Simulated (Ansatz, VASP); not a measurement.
# One calculation of BN, two programs

```
B N
1.0
     0.00000    1.81233    1.81233
     1.81233    0.00000    1.81233
     1.81233    1.81233    0.00000
B N
1 1
Direct
  0.00000 0.00000 0.00000
  0.25000 0.25000 0.25000
```

Alike in both runs: functional PBE; k mesh 12 × 12 × 12; no spin polarisation.

Ansatz relaxed the structure, and its values are those at the end. VASP's run is a single point on that final structure, the one shown.

|  | VASP | Ansatz |
| --- | --- | --- |
| version | VASP 6.6.1 | Ansatz 0.2.0 |
| potentials or method | VASP PAW PBE potentials, release 64 (B, N) | plane waves, PAW |
| plane-wave cutoff (eV) | 520 | 420 |
| occupations | gaussian, width 0.01 eV | fixed |
| valence electrons in the cell | 8 | 8 |

|  | VASP | Ansatz | Ansatz less VASP |
| --- | --- | --- | --- |
| pressure (GPa) | 0.3 | 0.0 | -0.25 |
